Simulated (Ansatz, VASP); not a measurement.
# GaSb: VASP and Ansatz over several settings

```
Sb Ga
1.0
     0.00000    3.09925    3.09925
     3.09925    0.00000    3.09925
     3.09925    3.09925    0.00000
Sb Ga
1 1
Direct
  0.75000 0.75000 0.75000
  0.00000 0.00000 0.00000
```

Single points on this cell with VASP 6.6.1 and Ansatz 0.2.0. Each row is one pair of runs. Alike in all rows: smearing: fermi-dirac, width 0.05 eV; VASP's potentials, cutoff: VASP PAW PBE potentials, release 64 (Sb, Ga_d), 520 eV.

| level | spin | k mesh | Ansatz's potentials, cutoff | pressure (GPa), VASP | pressure (GPa), Ansatz |
| --- | --- | --- | --- | --- | --- |
| PBE-based screened hybrid | off | 4 × 4 × 4 | Ansatz PAW, 420 eV | -1.4 | -1.0 |
| PBE | non-collinear, zero start, SOC | 8 × 8 × 8 | Ansatz PAW, 420 eV | 0.5 | 0.4 |
| B3LYP | off | 4 × 4 × 4 | Ansatz PAW, 420 eV | ? | 1.1 |
| PBEsol | non-collinear, zero start, SOC | 8 × 8 × 8 | Ansatz PAW, 420 eV | -1.8 | -1.9 |
| r2SCAN0 | off | 4 × 4 × 4 | Ansatz PAW, 500 eV | -3.1 | -2.5 |

**Question.** Fill in what VASP gave in row 3.

**Answer.** Pressure (GPa): 0.9.

VASP's potentials hold 18 valence electrons a cell and Ansatz's 28, so a difference there can come from the potentials and not from the codes.

The k mesh is coarse in some rows, so the values compare programs but aren't converged.
